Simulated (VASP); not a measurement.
# Si7Ge (P-43m) in VASP: a series of runs, part 2 of 2

VASP 6.6.1. Earlier steps stand in the parts before.

### Step 4. Relaxation of cell and atoms, PBEsol, target pressure -2 GPa, at which the enthalpy is minimised

This run uses another cell than the first one, of 20.73 Å³/atom.

File INCAR:

```
SYSTEM = Si7Ge
ALGO = Normal
EDIFF = 1E-7
EDIFFG = -0.008
ENCUT = 600
GGA = PS
IBRION = 2
ISIF = 3
ISMEAR = 0
LASPH = .TRUE.
LCHARG = .FALSE.
LREAL = .FALSE.
LWAVE = .FALSE.
NELM = 100
NSW = 70
PREC = Accurate
PSTRESS = -20.0
SIGMA = 0.01
```

File KPOINTS:

```
k-points
0
G
  8 8 8
  0 0 0
```

File POSCAR:

```
Si7Ge
1.0
    5.4942774863      0.0000000000      0.0000000000
    0.0000000000      5.4942774863      0.0000000000
    0.0000000000      0.0000000000      5.4942774863
Si Ge
7 1
Direct
    0.2525976816      0.2525976816      0.2525976816
    0.0000000000      0.5000000000      0.5000000000
    0.5000000000      0.5000000000      0.0000000000
    0.5000000000      0.0000000000      0.5000000000
    0.7474023184      0.2525976816      0.7474023184
    0.7474023184      0.7474023184      0.2525976816
    0.2525976816      0.7474023184      0.7474023184
    0.0000000000      0.0000000000      0.0000000000
```

On the command line:

```
$ cat potpaw_PBE.64/Si/POTCAR potpaw_PBE.64/Ge_d/POTCAR > POTCAR
$ mpirun -np 1 vasp_std > vasp.out
```

Wall time 3 min (1 thread of Intel Xeon 6975P-C (Granite Rapids), shared host); peak memory 0.43 GiB.

The run converged. Its results:

```yaml
Free_energy: -45.1049 eV
Relaxed_volume: 20.83 Å³/atom
Relaxed_cell: a = 5.503 Å, b = 5.503 Å, c = 5.503 Å, α = 90.00°, β = 90.00°, γ = 90.00°
Space_group_after_relaxing_to_0.1_Å: P-43m (No. 215)
Energy_change_on_relaxing_the_run_minimises_the_enthalpy: +1.1 meV/atom
Ionic_steps: 3
Pressure_after_relaxing: -2.0 GPa
Band_gap_on_the_k_mesh: 0.32 eV
```

Forces in eV/Å, atoms in the order of the input:
```
Si  -0.002 -0.002 -0.002
Si   0.000  0.000  0.000
Si   0.000  0.000  0.000
Si   0.000  0.000  0.000
Si   0.002 -0.002  0.002
Si   0.002  0.002 -0.002
Si  -0.002  0.002  0.002
Ge   0.000  0.000  0.000
```

Step by step:
| step | energy change (eV) | largest force (eV/Å) | pressure (GPa) | volume (Å³) |
| --- | --- | --- | --- | --- |
| 1 | 0.0000 | 0.0068 | -1.60 | 165.86 |
| 2 | 0.0149 | 0.0007 | -2.22 | 167.10 |
| 3 | 0.0090 | 0.0028 | -2.00 | 166.66 |

Final structure:
```cif
data_structure
_symmetry_space_group_name_H-M 'P 1'
_symmetry_Int_Tables_number 1
_cell_length_a 5.5031
_cell_length_b 5.5031
_cell_length_c 5.5031
_cell_angle_alpha 90.000
_cell_angle_beta 90.000
_cell_angle_gamma 90.000
_cell_volume 166.66
loop_
_atom_site_label
_atom_site_type_symbol
_atom_site_fract_x
_atom_site_fract_y
_atom_site_fract_z
_atom_site_occupancy
Si1 Si 0.25258 0.25258 0.25258 1
Si2 Si 0.00000 0.50000 0.50000 1
Si3 Si 0.50000 0.50000 0.00000 1
Si4 Si 0.50000 0.00000 0.50000 1
Si5 Si 0.74742 0.25258 0.74742 1
Si6 Si 0.74742 0.74742 0.25258 1
Si7 Si 0.25258 0.74742 0.74742 1
Ge1 Ge 0.00000 0.00000 0.00000 1
```

Levels at points of the mesh, in eV from the valence-band top:
| k point | band 18 | band 19 | band 20 | band 21 | band 22 | band 23 | band 24 | band 25 |
| --- | --- | --- | --- | --- | --- | --- | --- | --- |
| (0.00, 0.00, 0.00) | -2.81 | 0.00 | 0.00 | 0.00 | 0.32 | 0.70 | 0.70 | 0.70 |
| (0.50, 0.00, 0.00) | -1.93 | -1.93 | -1.81 | -1.81 | 0.96 | 1.13 | 3.00 | 3.01 |
| (0.50, 0.50, 0.00) | -1.45 | -1.33 | -1.26 | -1.26 | 2.23 | 2.23 | 2.30 | 2.50 |
| (0.50, 0.50, 0.50) | -1.25 | -1.08 | -1.08 | -1.08 | 0.89 | 1.33 | 1.33 | 1.33 |

Caveat: the cell is relaxed towards a set pressure, so the run minimises the enthalpy, not the energy; the PAW data sets were made with another functional, which shifts forces and pressure a little. A k mesh can miss the band edges.

### Step 5. Relaxation of cell and atoms, PBEsol, target pressure 5 GPa, at which the enthalpy is minimised

This run uses another cell than the first one, of 19.33 Å³/atom.

File INCAR:

```
PREC = Accurate
ENCUT = 600
EDIFF = 1E-6
ISMEAR = 0
SIGMA = 0.01
LREAL = False
LASPH = True
NELM = 100
ALGO = Normal
ISIF = 3
LWAVE = False
LCHARG = False
GGA = PS
IBRION = 2
NSW = 70
EDIFFG = -0.008
PSTRESS = 50.0
```

File KPOINTS:

```
Automatic mesh
0
Gamma
  8 8 8
```

File POSCAR:

```
Si7Ge
1.0
    5.3674546751      0.0000000000      0.0000000000
    0.0000000000      5.3674546751      0.0000000000
    0.0000000000      0.0000000000      5.3674546751
Si Ge
7 1
Direct
    0.2525762813      0.2525762813      0.2525762813
    0.0000000000      0.5000000000      0.5000000000
    0.5000000000      0.5000000000      0.0000000000
    0.5000000000      0.0000000000      0.5000000000
    0.7474237187      0.2525762813      0.7474237187
    0.7474237187      0.7474237187      0.2525762813
    0.2525762813      0.7474237187      0.7474237187
    0.0000000000      0.0000000000      0.0000000000
```

Potentials or basis: VASP PAW PBE potentials, release 64 (Si, Ge_d).

On the command line:

```
$ cat potpaw_PBE.64/Si/POTCAR potpaw_PBE.64/Ge_d/POTCAR > POTCAR
$ mpirun -np 1 vasp_std > vasp.out
```

OUTCAR:

```text
PREC = Accurate
   ENCUT = 600
   EDIFF = 1E-6
   ISMEAR = 0
   LREAL = False
   LASPH = True
   NELM = 100
   ISIF = 3
   GGA = PS
   IBRION = 2
   NSW = 70
   EDIFFG = -0.008
   PSTRESS = 50.0

 ion  position               nearest neighbor table
   1  0.253  0.253  0.253-   2 2.32   4 2.32   3 2.32   8 2.35
   2  0.000  0.500  0.500-   1 2.32   5 2.32   6 2.32   7 2.32
   3  0.500  0.500  0.000-   1 2.32   5 2.32   6 2.32   7 2.32
   4  0.500  0.000  0.500-   1 2.32   5 2.32   6 2.32   7 2.32
   5  0.747  0.253  0.747-   2 2.32   4 2.32   3 2.32   8 2.35
   6  0.747  0.747  0.253-   2 2.32   4 2.32   3 2.32   8 2.35
   7  0.253  0.747  0.747-   2 2.32   4 2.32   3 2.32   8 2.35
   8  0.000  0.000  0.000-   1 2.35   5 2.35   6 2.35   7 2.35

  LATTYP: Found a simple cubic cell.
 ALAT       =     5.3674546751

  Lattice vectors:

 A1 = (   5.3674546751,   0.0000000000,   0.0000000000)
 A2 = (   0.0000000000,   5.3674546751,   0.0000000000)
 A3 = (   0.0000000000,   0.0000000000,   5.3674546751)

Analysis of symmetry for initial positions (statically):
=====================================================================
 Subroutine PRICEL returns:
 Original cell was already a primitive cell.

 Routine SETGRP: Setting up the symmetry group for a
 simple cubic supercell.

 Subroutine GETGRP returns: Found 24 space group operations
 (whereof 24 operations were pure point group operations)
 out of a pool of 48 trial point group operations.

The static configuration has the point symmetry T_d .

Analysis of symmetry for dynamics (positions and initial velocities):
=====================================================================
 Subroutine PRICEL returns:
 Original cell was already a primitive cell.

 Routine SETGRP: Setting up the symmetry group for a
 simple cubic supercell.

 Subroutine GETGRP returns: Found 24 space group operations
 (whereof 24 operations were pure point group operations)
 out of a pool of 48 trial point group operations.

The dynamic configuration has the point symmetry T_d .

 Subroutine INISYM returns: Found 24 space group operations
 (whereof 24 operations are pure point group operations),
 and found     1 'primitive' translations

----------------------------------------------------------------------------------------

                                     Primitive cell

  volume of cell :     154.6341

  direct lattice vectors                    reciprocal lattice vectors
     5.367454675  0.000000000  0.000000000     0.186308047  0.000000000  0.000000000
     0.000000000  5.367454675  0.000000000     0.000000000  0.186308047  0.000000000
     0.000000000  0.000000000  5.367454675     0.000000000  0.000000000  0.186308047

  length of vectors
     5.367454675  5.367454675  5.367454675     0.186308047  0.186308047  0.186308047

  position of ions in fractional coordinates (direct lattice)
     0.252576281  0.252576281  0.252576281
     0.000000000  0.500000000  0.500000000
     0.500000000  0.500000000  0.000000000
     0.500000000  0.000000000  0.500000000
     0.747423719  0.252576281  0.747423719
     0.747423719  0.747423719  0.252576281
     0.252576281  0.747423719  0.747423719
     0.000000000  0.000000000  0.000000000
[... 44 lines left out ...]
  0.500000  0.000000  0.000000      3.000000
  0.125000  0.125000  0.000000     12.000000
[... 16 lines left out ...]
  0.375000  0.375000  0.125000     24.000000
  0.500000  0.375000  0.125000     24.000000
 [... further k-points ...]
   k-points           NKPTS =     35   k-points in BZ     NKDIM =     35   number of bands    NBANDS=     26
   number of dos      NEDOS =    301   number of ions     NIONS =      8
   total plane-waves  NPLWV = 110592
   dimension x,y,z NGX =    48 NGY =   48 NGZ =   48
   dimension x,y,z NGXF=    96 NGYF=   96 NGZF=   96
   ions per type =               7   1
   NGX,Y,Z   is equivalent  to a cutoff of  14.87, 14.87, 14.87 a.u.
   NGXF,Y,Z  is equivalent  to a cutoff of  29.73, 29.73, 29.73 a.u.
 SYSTEM =  unknown system
   PREC   = accura    normal or accurate (medium, high low for compatibility)
   ISTART =      0    job   : 0-new  1-cont  2-samecut
   ICHARG =      2    charge: 1-file 2-atom 10-const
   ISPIN  =      1    spin polarized calculation?
   LNONCOLLINEAR =      F non collinear calculations
   LSORBIT =      F    spin-orbit coupling
   LASPH  =      T    aspherical Exc in radial PAW
   ENCUT  =  600.0 eV  44.10 Ry    6.64 a.u.  10.72 10.72 10.72*2*pi/ulx,y,z
   NELM   =    100;   NELMIN=  2; NELMDL= -5     # of ELM steps
   EDIFF  = 0.1E-05   stopping-criterion for ELM
   LREAL  =      F    real-space projection
   EDIFFG = -.8E-02   stopping-criterion for IOM
   NSW    =     70    number of steps for IOM
   IBRION =      2    ionic relax: 0-MD 1-quasi-New 2-CG
   NFREE  =      1    steps in history (QN), initial steepest desc. (CG)
   ISIF   =      3    stress and relaxation
   ISYM   =      2    0-nonsym 1-usesym 2-fastsym
   POTIM  = 0.5000    time-step for ionic-motion
   TEBEG  =    0.0;   TEEND  =   0.0 temperature during run
   PSTRESS=   50.0 pullay stress
   NELECT =      42.0000    total number of electrons
   NUPDOWN=      -1.0000    fix difference up-down
   EMIN   =  10.00;   EMAX   =-10.00  energy-range for DOS
   EFERMI =   0.00;   METHOD = LEGACY
   ISMEAR =     0;   SIGMA  =   0.01  broadening in eV -4-tet -1-fermi 0-gaus
   EFERMI_NEDOS =   21; number of points for ismear=-14 and -15
   IALGO  =     38    algorithm
   IMIX   =      4    mixing-type and parameters
     AMIX     =   0.40;   BMIX     =  1.00
     AMIX_MAG =   1.60;   BMIX_MAG =  1.00
  volume/ion in A,a.u.               =      19.33       130.44
  Fermi-wavevector in a.u.,A,eV,Ry     =   1.060204  2.003496 15.293398  1.124033
  Thomas-Fermi vector in A             =   2.195577
   LORBIT       =      0    0 simple, 1 ext, 2 COOP (PROOUT), +10 PAW based schemes
   GGA     = PS    functional components
   LHFCALC =     F    Hartree Fock is set to
   AEXX    =    0.0000 exact exchange contribution
   IVDW    =     0    specifies the selected vdW correction
   LEPSILON=     F    determine dielectric tensor
   LRPA    =     F    only Hartree local field effects (RPA)
 conjugate gradient relaxation of ions
 non-spin polarized calculation
 Gauss-broadening in eV      SIGMA  =   0.01
  energy-cutoff  :      600.00
  volume of cell :      154.63
 maximum number of plane-waves:      5232
 NGX is ok and might be reduce to    48
   NGX = 21   NGY = 21   NGZ = 21

--------------------------------------- Ionic step        1  -------------------------------------------

 number of electron      41.9999991 magnetization

 Free energy of the ion-electron system (eV)
  ---------------------------------------------------
  ext. energy  EPLUGINS =         0.00000000
  ---------------------------------------------------
  free energy    TOTEN  =       -45.00098632 eV

  energy without entropy =      -45.00098632  energy(sigma->0) =      -45.00098632

------------------------ aborting loop because EDIFF is reached ----------------------------------------

  FORCE on cell =-STRESS in cart. coord.  units (eV):
  Direction    XX          YY          ZZ          XY          YZ          ZX
  --------------------------------------------------------------------------------------
  -------------------------------------------------------------------------------------
  Total        5.0325945      5.0325945      5.0325945      0.0000000      0.0000000      0.0000000
  in kB       52.1431623     52.1431623     52.1431623      0.0000000      0.0000000      0.0000000
  external PRESSURE =       2.1431623 kB  Pullay stress =      50.0000000 kB
[... 75 lines left out ...]
--------------------------------------- Ionic step        3  -------------------------------------------

 number of electron      41.9999991 magnetization

 Free energy of the ion-electron system (eV)
  ---------------------------------------------------
  ext. energy  EPLUGINS =         0.00000000
  ---------------------------------------------------
  free energy    TOTEN  =       -45.01127252 eV

  energy without entropy =      -45.01127252  energy(sigma->0) =      -45.01127252

 E-fermi :   6.1951     XC(G=0):  -9.8327

 val. band max:        6.1516781933   @ k =   0.0000   0.0000   0.0000
 cond. band min:       6.3273092530   @ k =   0.0000   0.0000   0.0000
 fundamental gap:      0.1756310597
 Fermi energy:         6.1951134250

 k-point     1 :       0.0000    0.0000    0.0000
  band No.  band energies     occupation
      1     -17.9915      2.00000
      2     -17.9915      2.00000
      3     -17.9915      2.00000
      4     -17.9609      2.00000
      5     -17.9609      2.00000
      6      -6.2948      2.00000
[... 685 lines left out ...]
     25       9.1392      0.00000
     26       9.3722      0.00000

 [... further k-points ...]

------------------------ aborting loop because EDIFF is reached ----------------------------------------

  FORCE on cell =-STRESS in cart. coord.  units (eV):
  Direction    XX          YY          ZZ          XY          YZ          ZX
  --------------------------------------------------------------------------------------
  -------------------------------------------------------------------------------------
  Total        4.8650299      4.8650299      4.8650299      0.0000000      0.0000000     -0.0000000
  in kB       50.3022284     50.3022284     50.3022284      0.0000000      0.0000000     -0.0000000
  external PRESSURE =       0.3022284 kB  Pullay stress =      50.0000000 kB
[... 27 lines left out ...]
  energy  without entropy=      -45.0112725156  energy(sigma->0) =      -45.01127252

  enthalpy is  TOTEN    =       -40.1754729179 eV   P V=        4.8357995977

 reached required accuracy - stopping structural energy minimisation
```

Wall time 2.9 min (1 thread of Intel Xeon 6975P-C (Granite Rapids), shared host); peak memory 0.42 GiB.

What came out:

```
Free energy                                                : -45.0113 eV
Relaxed volume                                             : 19.37 Å³/atom
Relaxed cell                                               : a = 5.371 Å, b = 5.371 Å, c = 5.371 Å, α = 90.00°, β = 90.00°, γ = 90.00°
Space group after relaxing (to 0.1 Å)                      : P-43m (No. 215)
Energy change on relaxing (the run minimises the enthalpy) : -1.3 meV/atom
Ionic steps                                                : 3
Pressure after relaxing                                    : 5.0 GPa
Largest force after relaxing                               : 0.006 eV/Å
Band gap on the k mesh                                     : 0.18 eV
```

Forces in eV/Å, atoms in the order of the input:
```
Si  -0.003 -0.003 -0.003
Si   0.000  0.000  0.000
Si   0.000  0.000  0.000
Si   0.000  0.000  0.000
Si   0.003 -0.003  0.003
Si   0.003  0.003 -0.003
Si  -0.003  0.003  0.003
Ge   0.000  0.000  0.000
```

The path:
```tsv
step	energy change (eV)	largest force (eV/Å)	pressure (GPa)	volume (Å³)
1	0.0000	0.0112	5.21	154.63
2	-0.0182	0.0011	4.82	155.21
3	-0.0103	0.0056	5.03	154.96
```

Final structure:
```
CELL_PARAMETERS angstrom
5.37118 0.00000 0.00000
0.00000 5.37118 0.00000
0.00000 0.00000 5.37118
ATOMIC_POSITIONS crystal
Si 0.25254 0.25254 0.25254
Si 0.00000 0.50000 0.50000
Si 0.50000 0.50000 0.00000
Si 0.50000 0.00000 0.50000
Si 0.74746 0.25254 0.74746
Si 0.74746 0.74746 0.25254
Si 0.25254 0.74746 0.74746
Ge 0.00000 0.00000 0.00000
```

Levels at points of the mesh, in eV from the valence-band top:
| k point | band 17 | band 18 | band 19 | band 20 | band 21 | band 22 | band 23 | band 24 | band 25 | band 26 |
| --- | --- | --- | --- | --- | --- | --- | --- | --- | --- | --- |
| (0.00, 0.00, 0.00) | -3.01 | -3.01 | 0.00 | 0.00 | 0.00 | 0.18 | 0.58 | 0.58 | 0.58 | 0.63 |
| (0.50, 0.00, 0.00) | -3.51 | -2.07 | -2.07 | -1.95 | -1.95 | 0.89 | 1.07 | 3.00 | 3.03 | 4.16 |
| (0.50, 0.50, 0.00) | -3.98 | -1.53 | -1.41 | -1.35 | -1.35 | 2.28 | 2.28 | 2.39 | 2.54 | 4.81 |
| (0.50, 0.50, 0.50) | -1.32 | -1.32 | -1.14 | -1.14 | -1.14 | 1.13 | 1.60 | 1.60 | 1.60 | 3.16 |

Caveat: the cell is relaxed towards a set pressure, so the run minimises the enthalpy, not the energy; the PAW data sets were made with another functional, which shifts forces and pressure a little. A k mesh can miss the band edges.

### Step 6. The runs side by side

```csv
task,cell,k mesh,cutoff (eV),smearing,gap on the mesh (eV),pressure (GPa),largest force (eV/Å)
single point,"a = 5.459 Å, 8 atoms, atomic positions A",6 × 6 × 6,520,gaussian 0.03 eV,0.27,0.1,0.01
single point,"a = 7.720 Å, angles 60.0°, 16 atoms, atomic positions B",6 × 6 × 6,520,gaussian 0.03 eV,0.27,0.1,0.01
relaxation of cell and atoms,"relaxed to -2 GPa from a = 5.494 Å, 8 atoms, atomic positions A",8 × 8 × 8,600,gaussian 0.01 eV,0.32,-2.0,-
relaxation of cell and atoms,"relaxed to 5 GPa from a = 5.367 Å, 8 atoms, atomic positions A",8 × 8 × 8,600,gaussian 0.01 eV,0.18,5.0,0.01
```

Alike in all rows: level PBEsol; potentials or basis VASP PAW PBE potentials, release 64 (Si, Ge_d); no spin polarisation.

Caveats: the PAW data sets were made with another functional, which shifts forces and pressure a little; the cell is relaxed towards a set pressure, so the run minimises the enthalpy, not the energy (at least some runs).

Total energies depend on the potentials used, so only differences within one code and one set of settings carry meaning.
